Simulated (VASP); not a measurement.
MoS: single point with PBEsol

MoS, a slab with vacuum:

```
Mo S
1.0
     3.12041    0.00000    0.00000
    -1.56020    2.70235    0.00000
     0.00000    0.00000   21.08603
Mo S
2 2
Direct
  0.66667 0.33333 0.35569
  0.33333 0.66667 0.64431
  0.33333 0.66667 0.43162
  0.66667 0.33333 0.56838
```

```json
{
 "Program": "VASP 6.6.1",
 "Task": "single point",
 "Functional": "PBEsol",
 "Potentials or basis": "VASP PAW PBE potentials, release 64 (Mo_sv, S)",
 "Cutoff": "520 eV",
 "k mesh": "12 × 12 × 1",
 "Occupations": "gaussian, width 1.5 eV",
 "Spin": "no spin polarisation"
}
```

```
Largest force          : 1.531 eV/Å
Band gap on the k mesh : zero (band 20 reaches 0.68 eV, above the bottom of band 21 at 0.56 eV)
```

Forces in eV/Å, atoms in the order of the input:
```
Mo   0.000  0.000  1.469
Mo   0.000  0.000 -1.469
S    0.000  0.000 -1.531
S    0.000  0.000  1.531
```

Levels at points of the mesh, in eV from the Fermi level:
```tsv
k point	band 18	band 19	band 20	band 21	band 22	band 23
(0.00, 0.00, 0.00)	-0.62	-0.56	0.12	0.12	0.14	0.15
(0.50, 0.00, 0.00)	-1.62	-0.02	0.10	1.17	1.43	2.16
```

Run time: 2.3 min on 1 thread of Intel Xeon 6975P-C, on a shared host, peak memory 0.32 GiB.

Caveat: the PAW data sets were made with another functional, which shifts forces and pressure a little.
